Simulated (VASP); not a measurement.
# TlBr (Pm-3m) in VASP: single point with PBE

Aim: the single point of TlBr with PBE.

Everything below comes from runs of VASP 6.6.1. Logs are shortened: lines on timing, memory, paths and dates and some standing lists are left out, and cuts for length are marked.

## 1. The cell of the first run

The structure is cubic, space group Pm-3m (No. 221). The conventional cell has a = 3.980 Å, b = 3.980 Å, c = 3.980 Å, α = 90.00°, β = 90.00°, γ = 90.00°. Within 4.5 Å of Tl (site symmetry m-3m) lie 8 Br at 3.45 Å and 6 Tl at 3.98 Å. Br (site symmetry m-3m) has 8 Tl at 3.45 Å and 6 Br at 3.98 Å within 4.5 Å.

## 2. Single point, PBE

The input, INCAR:

```
  PREC = Accurate
  ENCUT = 500
  EDIFF = 1E-6
  ISMEAR = 0
  SIGMA = 0.01
  LREAL = F
  LASPH = T
  NELM = 120
  ALGO = Normal
  ISIF = 2
  LWAVE = F
  LCHARG = F
  GGA = PE
  NBANDS = 17
  GGA_COMPAT = F
```

The input, KPOINTS:

```
regular mesh
0
Gamma
  3 3 3
```

The input, POSCAR:

```
TlBr
1.0
    3.9800000000      0.0000000000      0.0000000000
    0.0000000000      3.9800000000      0.0000000000
    0.0000000000      0.0000000000      3.9800000000
Tl Br
1 1
Direct
    0.0000000000      0.0000000000      0.0000000000
    0.5000000000      0.5000000000      0.5000000000
```

Potentials or basis: VASP PAW PBE potentials, release 64 (Tl_d, Br).

On the command line:

```sh
cat potpaw_PBE.64/Tl_d/POTCAR potpaw_PBE.64/Br/POTCAR > POTCAR
mpirun -np 1 vasp_std > vasp.out
```

OUTCAR:

```text
PREC = Accurate
   ENCUT = 500
   EDIFF = 1E-6
   ISMEAR = 0
   LREAL = F
   LASPH = T
   NELM = 120
   ISIF = 2
   GGA = PE

 ion  position               nearest neighbor table
   1  0.000  0.000  0.000-   2 3.45   2 3.45   2 3.45   2 3.45   2 3.45   2 3.45   2 3.45   2 3.45

   2  0.500  0.500  0.500-   1 3.45   1 3.45   1 3.45   1 3.45   1 3.45   1 3.45   1 3.45   1 3.45

  LATTYP: Found a simple cubic cell.
 ALAT       =     3.9800000000

  Lattice vectors:

 A1 = (   3.9800000000,   0.0000000000,   0.0000000000)
 A2 = (   0.0000000000,   3.9800000000,   0.0000000000)
 A3 = (   0.0000000000,   0.0000000000,   3.9800000000)

Analysis of symmetry for initial positions (statically):
=====================================================================
 Subroutine PRICEL returns:
 Original cell was already a primitive cell.

 Routine SETGRP: Setting up the symmetry group for a
 simple cubic supercell.

 Subroutine GETGRP returns: Found 48 space group operations
 (whereof 48 operations were pure point group operations)
 out of a pool of 48 trial point group operations.

The static configuration has the point symmetry O_h .

Analysis of symmetry for dynamics (positions and initial velocities):
=====================================================================
 Subroutine PRICEL returns:
 Original cell was already a primitive cell.

 Routine SETGRP: Setting up the symmetry group for a
 simple cubic supercell.

 Subroutine GETGRP returns: Found 48 space group operations
 (whereof 48 operations were pure point group operations)
 out of a pool of 48 trial point group operations.

The dynamic configuration has the point symmetry O_h .

 Subroutine INISYM returns: Found 48 space group operations
 (whereof 48 operations are pure point group operations),
 and found     1 'primitive' translations

----------------------------------------------------------------------------------------

                                     Primitive cell

  volume of cell :      63.0448

  direct lattice vectors                    reciprocal lattice vectors
     3.980000000  0.000000000  0.000000000     0.251256281  0.000000000  0.000000000
     0.000000000  3.980000000  0.000000000     0.000000000  0.251256281  0.000000000
     0.000000000  0.000000000  3.980000000     0.000000000  0.000000000  0.251256281

  length of vectors
     3.980000000  3.980000000  3.980000000     0.251256281  0.251256281  0.251256281

  position of ions in fractional coordinates (direct lattice)
     0.000000000  0.000000000  0.000000000
     0.500000000  0.500000000  0.500000000

  ion indices of the primitive-cell ions
   primitive index   ion index
                 1           1
                 2           2

----------------------------------------------------------------------------------------

 KPOINTS: regular mesh

Automatic generation of k-mesh.
 Grid dimensions read from file:
 generate k-points for:    3    3    3

 Generating k-lattice:

  Cartesian coordinates                     Fractional coordinates (reciprocal lattice)
     0.083752094  0.000000000  0.000000000     0.333333333  0.000000000  0.000000000
     0.000000000  0.083752094  0.000000000     0.000000000  0.333333333  0.000000000
     0.000000000  0.000000000  0.083752094     0.000000000  0.000000000  0.333333333

  Length of vectors
     0.083752094  0.083752094  0.083752094

  Shift w.r.t. Gamma in fractional coordinates (k-lattice)
     0.000000000  0.000000000  0.000000000

 Subroutine IBZKPT returns following result:
 ===========================================

 Found      4 irreducible k-points:

 Following reciprocal coordinates:
            Coordinates               Weight
  0.000000  0.000000  0.000000      1.000000
  0.333333  0.000000  0.000000      6.000000
  0.333333  0.333333  0.000000     12.000000
  0.333333  0.333333  0.333333      8.000000
   k-points           NKPTS =      4   k-points in BZ     NKDIM =      4   number of bands    NBANDS=     17
   number of dos      NEDOS =    301   number of ions     NIONS =      2
   total plane-waves  NPLWV =  27000
   dimension x,y,z NGX =    30 NGY =   30 NGZ =   30
   dimension x,y,z NGXF=    60 NGYF=   60 NGZF=   60
   ions per type =               1   1
   NGX,Y,Z   is equivalent  to a cutoff of  12.53, 12.53, 12.53 a.u.
   NGXF,Y,Z  is equivalent  to a cutoff of  25.06, 25.06, 25.06 a.u.
 SYSTEM =  unknown system
   PREC   = accura    normal or accurate (medium, high low for compatibility)
   ISTART =      0    job   : 0-new  1-cont  2-samecut
   ICHARG =      2    charge: 1-file 2-atom 10-const
   ISPIN  =      1    spin polarized calculation?
   LNONCOLLINEAR =      F non collinear calculations
   LSORBIT =      F    spin-orbit coupling
   LASPH  =      T    aspherical Exc in radial PAW
   ENCUT  =  500.0 eV  36.75 Ry    6.06 a.u.   7.26  7.26  7.26*2*pi/ulx,y,z
   NELM   =    120;   NELMIN=  2; NELMDL= -5     # of ELM steps
   EDIFF  = 0.1E-05   stopping-criterion for ELM
   LREAL  =      F    real-space projection
   EDIFFG = 0.1E-04   stopping-criterion for IOM
   NSW    =      0    number of steps for IOM
   IBRION =     -1    ionic relax: 0-MD 1-quasi-New 2-CG
   NFREE  =      0    steps in history (QN), initial steepest desc. (CG)
   ISIF   =      2    stress and relaxation
   ISYM   =      2    0-nonsym 1-usesym 2-fastsym
   POTIM  = 0.5000    time-step for ionic-motion
   TEBEG  =    0.0;   TEEND  =   0.0 temperature during run
   PSTRESS=    0.0 pullay stress
   NELECT =      20.0000    total number of electrons
   NUPDOWN=      -1.0000    fix difference up-down
   EMIN   =  10.00;   EMAX   =-10.00  energy-range for DOS
   EFERMI =   0.00;   METHOD = LEGACY
   ISMEAR =     0;   SIGMA  =   0.01  broadening in eV -4-tet -1-fermi 0-gaus
   EFERMI_NEDOS =   21; number of points for ismear=-14 and -15
   IALGO  =     38    algorithm
   IMIX   =      4    mixing-type and parameters
     AMIX     =   0.40;   BMIX     =  1.00
     AMIX_MAG =   1.60;   BMIX_MAG =  1.00
  volume/ion in A,a.u.               =      31.52       212.72
  Fermi-wavevector in a.u.,A,eV,Ry     =   1.116525  2.109926 16.961403  1.246628
  Thomas-Fermi vector in A             =   2.253140
   LORBIT       =      0    0 simple, 1 ext, 2 COOP (PROOUT), +10 PAW based schemes
   GGA     = PE    functional components
   LHFCALC =     F    Hartree Fock is set to
   AEXX    =    0.0000 exact exchange contribution
   IVDW    =     0    specifies the selected vdW correction
   LEPSILON=     F    determine dielectric tensor
   LRPA    =     F    only Hartree local field effects (RPA)
 non-spin polarized calculation
 Gauss-broadening in eV      SIGMA  =   0.01
  energy-cutoff  :      500.00
  volume of cell :       63.04
 maximum number of plane-waves:      1614
 NGX is ok and might be reduce to    30
   NGX = 15   NGY = 15   NGZ = 15

 number of electron      20.0000005 magnetization

 Free energy of the ion-electron system (eV)
  ---------------------------------------------------
  ext. energy  EPLUGINS =         0.00000000
  ---------------------------------------------------
  free energy    TOTEN  =        -5.52419508 eV

  energy without entropy =       -5.52419508  energy(sigma->0) =       -5.52419508

 E-fermi :   1.8757     XC(G=0):  -8.9697

 val. band max:        1.7918418424   @ k =   0.3333   0.0000   0.0000
 cond. band min:       5.4290986875   @ k =   0.3333   0.0000   0.0000
 fundamental gap:      3.6372568451
 Fermi energy:         1.8757074147

 k-point     1 :       0.0000    0.0000    0.0000
  band No.  band energies     occupation
      1     -11.3491      2.00000
      2      -7.7320      2.00000
      3      -7.7320      2.00000
      4      -7.5555      2.00000
      5      -7.5555      2.00000
      6      -7.5555      2.00000
[... 9 lines left out ...]
     16      13.5428      0.00000
     17      15.8226      0.00000

 k-point     2 :       0.3333    0.0000    0.0000
  band No.  band energies     occupation
      1     -11.1745      2.00000
      2      -7.7243      2.00000
      3      -7.6355      2.00000
      4      -7.6008      2.00000
      5      -7.6008      2.00000
      6      -7.5515      2.00000
[... 9 lines left out ...]
     16      13.6291      0.00000
     17      15.8985      0.00000

 k-point     3 :       0.3333    0.3333    0.0000
  band No.  band energies     occupation
      1     -11.0654      2.00000
      2      -7.6765      2.00000
      3      -7.5925      2.00000
      4      -7.5880      2.00000
      5      -7.5838      2.00000
      6      -7.5661      2.00000
[... 9 lines left out ...]
     16      13.2758      0.00000
     17      14.7786      0.00000

 k-point     4 :       0.3333    0.3333    0.3333
  band No.  band energies     occupation
      1     -10.9458      2.00000
      2      -7.6508      2.00000
      3      -7.6508      2.00000
      4      -7.5891      2.00000
      5      -7.5609      2.00000
      6      -7.5609      2.00000
[... 9 lines left out ...]
     16      13.4546      0.00000
     17      17.3641      0.00000

------------------------ aborting loop because EDIFF is reached ----------------------------------------

  FORCE on cell =-STRESS in cart. coord.  units (eV):
  Direction    XX          YY          ZZ          XY          YZ          ZX
  --------------------------------------------------------------------------------------
  -------------------------------------------------------------------------------------
  Total        0.4220757      0.4220757      0.4220757      0.0000000     -0.0000000      0.0000000
  in kB       10.7263434     10.7263434     10.7263434      0.0000000     -0.0000000      0.0000000
  external PRESSURE =      10.7263434 kB  Pullay stress =       0.0000000 kB

 VOLUME and BASIS-vectors are now :
 -----------------------------------------------------------------------------
  energy-cutoff  :      500.00
  volume of cell :       63.04
      direct lattice vectors                 reciprocal lattice vectors
     3.980000000  0.000000000  0.000000000     0.251256281  0.000000000  0.000000000
     0.000000000  3.980000000  0.000000000     0.000000000  0.251256281  0.000000000
     0.000000000  0.000000000  3.980000000     0.000000000  0.000000000  0.251256281

 POSITION                                       TOTAL-FORCE (eV/Angst)
 -----------------------------------------------------------------------------------
      0.00000      0.00000      0.00000         0.000000      0.000000      0.000000
      1.99000      1.99000      1.99000         0.000000      0.000000      0.000000
 -----------------------------------------------------------------------------------
    total drift:                                0.000000     -0.000000     -0.000000

  FREE ENERGIE OF THE ION-ELECTRON SYSTEM (eV)
  ---------------------------------------------------
  free  energy   TOTEN  =        -5.5241950816 eV

  energy  without entropy=       -5.5241950816  energy(sigma->0) =       -5.52419508
```

Wall time 11 s (1 thread of Intel Xeon 8259CL, shared host); peak memory 0.16 GiB.

Results:

```yaml
Free_energy: -5.5242 eV
Pressure: 1.1 GPa
Band_gap_on_the_k_mesh: 3.64 eV, direct
```

Levels at points of the mesh, in eV from the valence-band top:
| k point | band 6 | band 7 | band 8 | band 9 | band 10 | band 11 | band 12 | band 13 | band 14 | band 15 |
| --- | --- | --- | --- | --- | --- | --- | --- | --- | --- | --- |
| (0.00, 0.00, 0.00) | -9.35 | -4.06 | -0.71 | -0.71 | -0.71 | 7.61 | 7.61 | 7.82 | 7.82 | 7.82 |

Caveat: the k points lie up to 0.53 Å⁻¹ apart; spin-orbit coupling is left out, which moves the levels of the heavy elements.
